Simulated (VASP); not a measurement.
A run of VASP 6.6.1 is set up as follows.

File INCAR:

```
ALGO = Fast
EDIFF = 1E-6
EDIFFG = -0.04
ENCUT = 600
GGA = PE
IBRION = 2
ISIF = 3
ISMEAR = 0
LASPH = T
LCHARG = F
LREAL = F
LWAVE = F
NELM = 100
NSW = 90
PREC = Accurate
SIGMA = 0.1
```

KPOINTS

```
k-points
0
Gamma
  4 4 4
```

The input POSCAR:

```
Ru
1.0
    4.4462230265      0.0000000000      0.0000000000
    0.0000000000      4.8326980806      0.0000000000
   -1.9943731903      0.0000000000      4.3965725974
Ru
6
Direct
    0.0000000000      0.0000000000      0.0000000000
    0.0000000000      0.5000000000      0.5000000000
    0.4250000000      0.3600000000      0.2650000000
    0.5750000000      0.8600000000      0.2350000000
    0.5750000000      0.6400000000      0.7350000000
    0.4250000000      0.1400000000      0.7650000000
```

Potentials or basis: VASP PAW PBE potentials, release 64 (Ru_pv).

Command:

```bash
$ cat potpaw_PBE.64/Ru_pv/POTCAR > POTCAR
$ mpirun -np 1 vasp_std > vasp.out
```

Task: Predict the band gap on the k mesh.

Result: Zero (band 42 reaches 12.13 eV, above the bottom of band 43 at 11.41 eV).

Task: What does it give for the space group after relaxing (to 0.05 Å)?

Result: Cmce (No. 64).

Task: Estimate the relaxed volume.

Result: 14.48 Å³/atom.

Step by step:
```csv
step,energy change (eV),largest force (eV/Å),pressure (GPa),volume (Å³)
1,0.0000,1.8854,9.78,94.47
2,-0.2415,0.8121,-21.28,107.82
3,-0.6192,1.0821,-10.71,101.56
4,-1.5405,2.1904,-1.78,95.30
5,-1.5750,2.5063,1.62,93.88
6,-2.3821,2.3686,1.74,91.49
7,-2.8129,1.7329,6.02,88.18
8,-3.3983,0.7373,-11.08,91.82
9,-3.3986,0.7348,-10.64,91.69
10,-3.7007,0.9259,7.21,84.81
11,-3.7436,0.8519,1.90,86.46
12,-3.8396,0.3675,0.40,86.69
13,-3.8484,0.2370,0.03,86.76
14,-3.8486,0.2262,0.01,86.77
15,-3.8618,0.1670,0.01,86.78
16,-3.8618,0.1680,0.01,86.78
17,-3.8653,0.0761,0.05,86.80
18,-3.8659,0.0540,0.09,86.80
19,-3.8660,0.0547,0.09,86.80
20,-3.8664,0.0349,-0.08,86.89
```

Caveat: the k points lie up to 0.41 Å⁻¹ apart in the final cell.
